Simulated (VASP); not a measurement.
CuO:

```
Cu O
1.0
     3.33129    0.00000    0.00000
    -1.66565    2.88498    0.00000
     0.00000    0.00000    5.45589
Cu O
2 2
Direct
  0.66667 0.33333 0.00000
  0.33333 0.66667 0.50000
  0.66667 0.33333 0.62520
  0.33333 0.66667 0.12520
```

Base run:

```yaml
Program: VASP 6.6.1
Functional: PBEsol
Potentials_or_basis: VASP PAW PBE potentials, release 64 (Cu, O)
Cutoff: 520 eV
k_mesh: 9 × 9 × 5
Occupations: fermi-dirac, width 0.05 eV
Spin: no spin polarisation
```

Its results: band gap on the k mesh zero (band 17 reaches 3.21 eV, above the bottom of band 18 at 1.95 eV); pressure -17.6 GPa; largest force 0.055 eV/Å.

**Question.** The run is repeated on the same cell with these changes: functional from PBEsol to PBE; further incar settings from ALGO = Normal; EDIFF = 1e-07; NBANDS = 25 to ALGO = Normal; EDIFF = 1e-06; NBANDS = 25. What comes out?

**Answer.** Band gap on the k mesh zero (band 17 reaches 3.37 eV, above the bottom of band 18 at 2.12 eV); pressure -12.0 GPa; largest force 0.058 eV/Å.

Caveats: semilocal functionals often make such compounds metallic where correlation or magnetic order opens a gap, which also shifts bond lengths; the PAW data sets were made with another functional, which shifts forces and pressure a little (some runs).
